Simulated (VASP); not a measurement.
# WSe2 in VASP: single point with PBE

Aim: the single point of WSe2 with PBE.

Program: VASP 6.6.1. These are calculated values, not measurements. Logs are shortened: lines on timing, memory, paths and dates and some standing lists are left out, and cuts for length are marked.

### Step 1. The cell of the first run

The cell holds a slab with vacuum, 3 atoms: a = 3.320 Å, b = 3.320 Å, c = 16.654 Å, α = 90.00°, β = 90.00°, γ = 120.00°.

### Step 2. Single point, PBE (atom 1 (W) moved by -0.840 Å along [1 0 0] and -0.840 Å along [1 2 0])

File INCAR:

```
SYSTEM = WSe2
ALGO = Normal
EDIFF = 1E-7
ENCUT = 520
GGA = PE
ISIF = 2
ISMEAR = 0
LASPH = .True.
LCHARG = .False.
LREAL = .False.
LWAVE = .False.
NBANDS = 20
NELM = 100
PREC = Accurate
SIGMA = 0.05
```

File KPOINTS:

```
k-points
0
Gamma
  9 9 2
  0 0 0
```

File POSCAR:

```
WSe2
1.0
    3.3200588118      0.0000000000      0.0000000000
   -1.6600294059      2.8752552731      0.0000000000
    0.0000000000      0.0000000000     16.6541810407
W Se
1 2
Direct
   -0.3990815528     -0.2921479730      0.0000000000
    0.3333333333      0.6666666667      0.1007736663
    0.3333333333      0.6666666667      0.8992263337
```

Potentials or basis: VASP PAW PBE potentials, release 64 (W_sv, Se).

Started as:

```
$ cat potpaw_PBE.64/W_sv/POTCAR potpaw_PBE.64/Se/POTCAR > POTCAR
$ mpirun -np 1 vasp_std > vasp.out
```

OUTCAR:

```text
SYSTEM = WSe2
   EDIFF = 1E-7
   ENCUT = 520
   GGA = PE
   ISIF = 2
   ISMEAR = 0
   LASPH = .True.
   LREAL = .False.
   NELM = 100
   PREC = Accurate

 ion  position               nearest neighbor table
   1  0.601  0.708  0.000-   2 1.87   3 1.87   2 3.01   3 3.01
   2  0.333  0.667  0.101-   1 1.87   1 3.01
   3  0.333  0.667  0.899-   1 1.87   1 3.01

  LATTYP: Found a hexagonal cell.
 ALAT       =     3.3200588118
 C/A-ratio  =     5.0162307311

  Lattice vectors:

 A1 = (   3.3200588118,   0.0000000000,   0.0000000000)
 A2 = (  -1.6600294059,   2.8752552731,   0.0000000000)
 A3 = (   0.0000000000,   0.0000000000,  16.6541810407)

Analysis of symmetry for initial positions (statically):
=====================================================================
 Subroutine PRICEL returns:
 Original cell was already a primitive cell.

 Routine SETGRP: Setting up the symmetry group for a
 hexagonal supercell.

 Subroutine GETGRP returns: Found  2 space group operations
 (whereof  2 operations were pure point group operations)
 out of a pool of 24 trial point group operations.

The static configuration has the point symmetry C_1h.

Analysis of symmetry for dynamics (positions and initial velocities):
=====================================================================
 Subroutine PRICEL returns:
 Original cell was already a primitive cell.

 Routine SETGRP: Setting up the symmetry group for a
 hexagonal supercell.

 Subroutine GETGRP returns: Found  2 space group operations
 (whereof  2 operations were pure point group operations)
 out of a pool of 24 trial point group operations.

The dynamic configuration has the point symmetry C_1h.

 Subroutine INISYM returns: Found  2 space group operations
 (whereof  2 operations are pure point group operations),
 and found     1 'primitive' translations

----------------------------------------------------------------------------------------

                                     Primitive cell

  volume of cell :     158.9811

  direct lattice vectors                    reciprocal lattice vectors
     3.320058812  0.000000000  0.000000000     0.301199484  0.173897603  0.000000000
    -1.660029406  2.875255273  0.000000000     0.000000000  0.347795206  0.000000000
     0.000000000  0.000000000 16.654181041     0.000000000  0.000000000  0.060044982

  length of vectors
     3.320058812  3.320058812 16.654181041     0.347795206  0.347795206  0.060044982

  position of ions in fractional coordinates (direct lattice)
     0.600918447  0.707852027  0.000000000
     0.333333333  0.666666667  0.100773666
     0.333333333  0.666666667  0.899226334

  ion indices of the primitive-cell ions
   primitive index   ion index
                 1           1
                 2           2
                 3           3

----------------------------------------------------------------------------------------

 KPOINTS: k-points

Automatic generation of k-mesh.
 Grid dimensions read from file:
 generate k-points for:    9    9    2

 Generating k-lattice:

  Cartesian coordinates                     Fractional coordinates (reciprocal lattice)
     0.033466609  0.019321956  0.000000000     0.111111111  0.000000000  0.000000000
     0.000000000  0.038643912  0.000000000     0.000000000  0.111111111  0.000000000
     0.000000000  0.000000000  0.030022491     0.000000000  0.000000000  0.500000000

  Length of vectors
     0.038643912  0.038643912  0.030022491

  Shift w.r.t. Gamma in fractional coordinates (k-lattice)
     0.000000000  0.000000000  0.000000000

 Subroutine IBZKPT returns following result:
 ===========================================

 Found     82 irreducible k-points:

 Following reciprocal coordinates:
            Coordinates               Weight
  0.000000  0.000000  0.000000      1.000000
  0.111111  0.000000  0.000000      2.000000
  0.000000  0.111111  0.000000      2.000000
 -0.111111  0.111111  0.000000      2.000000
  0.222222 -0.000000  0.000000      2.000000
  0.000000  0.222222  0.000000      2.000000
[... 16 lines left out ...]
  0.333333  0.111111  0.000000      2.000000
 -0.111111  0.444444  0.000000      2.000000
 [... further k-points ...]
   k-points           NKPTS =     82   k-points in BZ     NKDIM =     82   number of bands    NBANDS=     20
   number of dos      NEDOS =    301   number of ions     NIONS =      3
   total plane-waves  NPLWV =  98784
   dimension x,y,z NGX =    28 NGY =   28 NGZ =  126
   dimension x,y,z NGXF=    56 NGYF=   56 NGZF=  252
   ions per type =               1   2
   NGX,Y,Z   is equivalent  to a cutoff of  14.02, 14.02, 12.58 a.u.
   NGXF,Y,Z  is equivalent  to a cutoff of  28.04, 28.04, 25.16 a.u.
 SYSTEM =  WSe2
   PREC   = accura    normal or accurate (medium, high low for compatibility)
   ISTART =      0    job   : 0-new  1-cont  2-samecut
   ICHARG =      2    charge: 1-file 2-atom 10-const
   ISPIN  =      1    spin polarized calculation?
   LNONCOLLINEAR =      F non collinear calculations
   LSORBIT =      F    spin-orbit coupling
   LASPH  =      T    aspherical Exc in radial PAW
   ENCUT  =  520.0 eV  38.22 Ry    6.18 a.u.   6.17  6.17 30.97*2*pi/ulx,y,z
   NELM   =    100;   NELMIN=  2; NELMDL= -5     # of ELM steps
   EDIFF  = 0.1E-06   stopping-criterion for ELM
   LREAL  =      F    real-space projection
   EDIFFG = 0.1E-05   stopping-criterion for IOM
   NSW    =      0    number of steps for IOM
   IBRION =     -1    ionic relax: 0-MD 1-quasi-New 2-CG
   NFREE  =      0    steps in history (QN), initial steepest desc. (CG)
   ISIF   =      2    stress and relaxation
   ISYM   =      2    0-nonsym 1-usesym 2-fastsym
   POTIM  = 0.5000    time-step for ionic-motion
   TEBEG  =    0.0;   TEEND  =   0.0 temperature during run
   PSTRESS=    0.0 pullay stress
   NELECT =      26.0000    total number of electrons
   NUPDOWN=      -1.0000    fix difference up-down
   EMIN   =  10.00;   EMAX   =-10.00  energy-range for DOS
   EFERMI =   0.00;   METHOD = LEGACY
   ISMEAR =     0;   SIGMA  =   0.05  broadening in eV -4-tet -1-fermi 0-gaus
   EFERMI_NEDOS =   21; number of points for ismear=-14 and -15
   IALGO  =     38    algorithm
   IMIX   =      4    mixing-type and parameters
     AMIX     =   0.40;   BMIX     =  1.00
     AMIX_MAG =   1.60;   BMIX_MAG =  1.00
  volume/ion in A,a.u.               =      52.99       357.62
  Fermi-wavevector in a.u.,A,eV,Ry     =   0.895263  1.691802 10.905021  0.801496
  Thomas-Fermi vector in A             =   2.017573
   LORBIT       =      0    0 simple, 1 ext, 2 COOP (PROOUT), +10 PAW based schemes
   GGA     = PE    functional components
   LHFCALC =     F    Hartree Fock is set to
   AEXX    =    0.0000 exact exchange contribution
   IVDW    =     0    specifies the selected vdW correction
   LEPSILON=     F    determine dielectric tensor
   LRPA    =     F    only Hartree local field effects (RPA)
 non-spin polarized calculation
 Gauss-broadening in eV      SIGMA  =   0.05
  energy-cutoff  :      520.00
  volume of cell :      158.98
 maximum number of plane-waves:      4302
 NGX is ok and might be reduce to    28
   NGX = 13   NGY = 13   NGZ = 61

 number of electron      26.0000000 magnetization

 Free energy of the ion-electron system (eV)
  ---------------------------------------------------
  ext. energy  EPLUGINS =         0.00000000
  ---------------------------------------------------
  free energy    TOTEN  =       -10.17648135 eV

  energy without entropy =      -10.17453647  energy(sigma->0) =      -10.17550891

 E-fermi :   0.6898     XC(G=0):  -4.7111

 val. band max:        0.6828577882   @ k =   0.4444   0.3333   0.0000
 cond. band min:       0.6934452777   @ k =  -0.3333   0.3333   0.0000
 fundamental gap:      0.0105874895
 Fermi energy:         0.6898405642

 k-point     1 :       0.0000    0.0000    0.0000
  band No.  band energies     occupation
      1     -74.1336      2.00000
      2     -39.8685      2.00000
      3     -38.6098      2.00000
      4     -37.9877      2.00000
      5     -15.6445      2.00000
      6     -13.9997      2.00000
[... 12 lines left out ...]
     19       4.0893      0.00000
     20       5.2860      0.00000

 k-point     2 :       0.1111    0.0000    0.0000
  band No.  band energies     occupation
      1     -74.1325      2.00000
      2     -39.8638      2.00000
      3     -38.6332      2.00000
      4     -37.9958      2.00000
      5     -15.4873      2.00000
      6     -13.9209      2.00000
[... 12 lines left out ...]
     19       4.3566      0.00000
     20       5.4566      0.00000

 k-point     3 :       0.0000    0.1111    0.0000
  band No.  band energies     occupation
      1     -74.1326      2.00000
      2     -39.8649      2.00000
      3     -38.6159      2.00000
      4     -38.0102      2.00000
      5     -15.5103      2.00000
      6     -13.8839      2.00000
[... 12 lines left out ...]
     19       4.3702      0.00000
     20       5.4622      0.00000

 k-point     4 :      -0.1111    0.1111    0.0000
  band No.  band energies     occupation
      1     -74.1325      2.00000
      2     -39.8640      2.00000
      3     -38.6289      2.00000
      4     -37.9995      2.00000
      5     -15.4913      2.00000
      6     -13.9134      2.00000
[... 12 lines left out ...]
     19       4.3669      0.00000
     20       5.4576      0.00000

 k-point     5 :       0.2222   -0.0000    0.0000
  band No.  band energies     occupation
      1     -74.1298      2.00000
      2     -39.8517      2.00000
      3     -38.6922      2.00000
      4     -38.0157      2.00000
      5     -15.0557      2.00000
      6     -13.7092      2.00000
[... 12 lines left out ...]
     19       5.1293      0.00000
     20       6.0322      0.00000
[... 353 lines left out ...]
      6     -13.3296      2.00000
[... 12 lines left out ...]
     19       5.6038      0.00000
     20       6.4548      0.00000

 k-point    22 :       0.3333   -0.1111    0.0000
  band No.  band energies     occupation
      1     -74.1276      2.00000
      2     -39.8419      2.00000
      3     -38.7437      2.00000
      4     -38.0258      2.00000
      5     -14.6691      2.00000
      6     -13.5601      2.00000
[... 12 lines left out ...]
     19       5.8682      0.00000
     20       6.5012      0.00000

 k-point    23 :       0.3333    0.1111    0.0000
  band No.  band energies     occupation
      1     -74.1252      2.00000
      2     -39.8327      2.00000
      3     -38.7707      2.00000
      4     -38.0667      2.00000
      5     -14.1998      2.00000
      6     -13.2264      2.00000
[... 12 lines left out ...]
     19       6.3387      0.00000
     20       6.8500      0.00000

 k-point    24 :      -0.1111    0.4444    0.0000
  band No.  band energies     occupation
      1     -74.1257      2.00000
      2     -39.8392      2.00000
      3     -38.6677      2.00000
      4     -38.1533      2.00000
      5     -14.3924      2.00000
      6     -12.8868      2.00000
[... 12 lines left out ...]
     19       6.1677      0.00000
     20       6.6375      0.00000

 [... further k-points ...]

------------------------ aborting loop because EDIFF is reached ----------------------------------------

  FORCE on cell =-STRESS in cart. coord.  units (eV):
  Direction    XX          YY          ZZ          XY          YZ          ZX
  --------------------------------------------------------------------------------------
  -------------------------------------------------------------------------------------
  Total       20.1001034      1.5308418     69.8850827      2.8472674      0.0000000      0.0000000
  in kB      202.5645329     15.4274951    704.2868813     28.6941504      0.0000000      0.0000000
  external PRESSURE =     307.4263031 kB  Pullay stress =       0.0000000 kB

 VOLUME and BASIS-vectors are now :
 -----------------------------------------------------------------------------
  energy-cutoff  :      520.00
  volume of cell :      158.98
      direct lattice vectors                 reciprocal lattice vectors
     3.320058812  0.000000000  0.000000000     0.301199484  0.173897603  0.000000000
    -1.660029406  2.875255273  0.000000000     0.000000000  0.347795206  0.000000000
     0.000000000  0.000000000 16.654181041     0.000000000  0.000000000  0.060044982

 POSITION                                       TOTAL-FORCE (eV/Angst)
 -----------------------------------------------------------------------------------
      0.82003      2.03526      0.00000        23.016472      3.061259      0.000000
     -0.00000      1.91684      1.67830       -11.508236     -1.530630     20.824447
     -0.00000      1.91684     14.97588       -11.508236     -1.530630    -20.824447
 -----------------------------------------------------------------------------------
    total drift:                                0.000115      0.000065      0.000000

  FREE ENERGIE OF THE ION-ELECTRON SYSTEM (eV)
  ---------------------------------------------------
  free  energy   TOTEN  =       -10.1764813531 eV

  energy  without entropy=      -10.1745364681  energy(sigma->0) =      -10.17550891
```

Run time: 3.3 min. Hardware: 1 thread of Intel Xeon 6975P-C (Granite Rapids), shared host; peak memory 0.47 GiB.

What came out:

```
Free energy            : -10.1765 eV
Largest force          : 23.842 eV/Å
Band gap on the k mesh : zero (bands 13 and 14 overlap by 0.38 eV)
```

Forces in eV/Å, atoms in the order of the input:
```
W    23.016   3.061   0.000
Se  -11.508  -1.531  20.824
Se  -11.508  -1.531 -20.824
```

Caveat: the cell differs from its parent crystal (atom 1 (W) moved by -0.840 Å along [1 0 0] and -0.840 Å along [1 2 0]); atoms lie so close that the PAW spheres overlap strongly, which falsifies energies and pressures; spin-orbit coupling is left out, which moves the levels of the heavy elements.
